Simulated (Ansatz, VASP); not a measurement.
SnTe: VASP beside Ansatz

INCAR

```
PREC = Accurate
ENCUT = 500
EDIFF = 1E-6
ISMEAR = 1
SIGMA = 0.001
LREAL = F
LASPH = T
NELM = 120
ALGO = Normal
ISIF = 2
LWAVE = F
LCHARG = T
GGA = PE
LELF = T
LVHAR = T
NBANDS = 17
GGA_COMPAT = F
```

Contents of KPOINTS:

```
regular mesh
0
Gamma
  6 6 6
```

The input POSCAR:

```
SnTe
1.0
    0.0000000000      3.1893303407      3.1893303407
    3.1893303407      0.0000000000      3.1893303407
    3.1893303407      3.1893303407      0.0000000000
Sn Te
1 1
Direct
    0.0000000000      0.0000000000      0.0000000000
    0.5000000000      0.5000000000      0.5000000000
```

Input for Ansatz:

```yaml
crystal:
  lattice:
    - [0.0, 3.1893303407, 3.1893303407]
    - [3.1893303407, 0.0, 3.1893303407]
    - [3.1893303407, 3.1893303407, 0.0]
  atoms:
    - { symbol: Sn, position: [0.0, 0.0, 0.0] }
    - { symbol: Te, position: [0.5, 0.5, 0.5] }
kpoints:
  mp_grid: { grid: [6, 6, 6] }
hamiltonian:
  xc: pbe
scf:
  occupations: { method: cold, width: 0.001 }
  n_extra_bands: 4
output:
  forces: true
  stress: true
  eigenvalues: true
```

Alike in both runs: task single point; functional PBE; k mesh 6 × 6 × 6; no spin polarisation.

```csv
,VASP,Ansatz
version,VASP 6.6.1,Ansatz 0.2.0
potentials or method,"VASP PAW PBE potentials, release 64 (Sn_d, Te)",plane waves
plane-wave cutoff (eV),500,420
occupations,"methfessel-paxton of order 1, width 0.001 eV","cold, width 0.001 eV"
valence electrons in the cell,20,30
```

Ansatz gave:

- gap on the k mesh at the Fermi level (eV): 0.01
- pressure (GPa): 0.7

Task: What did VASP give for the same quantities?

Result: gap on the k mesh at the Fermi level (eV): 0.01; pressure (GPa): 0.6.

VASP's potentials hold 20 valence electrons a cell and Ansatz's 30, so a difference there can come from the potentials and not from the codes.

Neither program's run includes spin-orbit coupling.
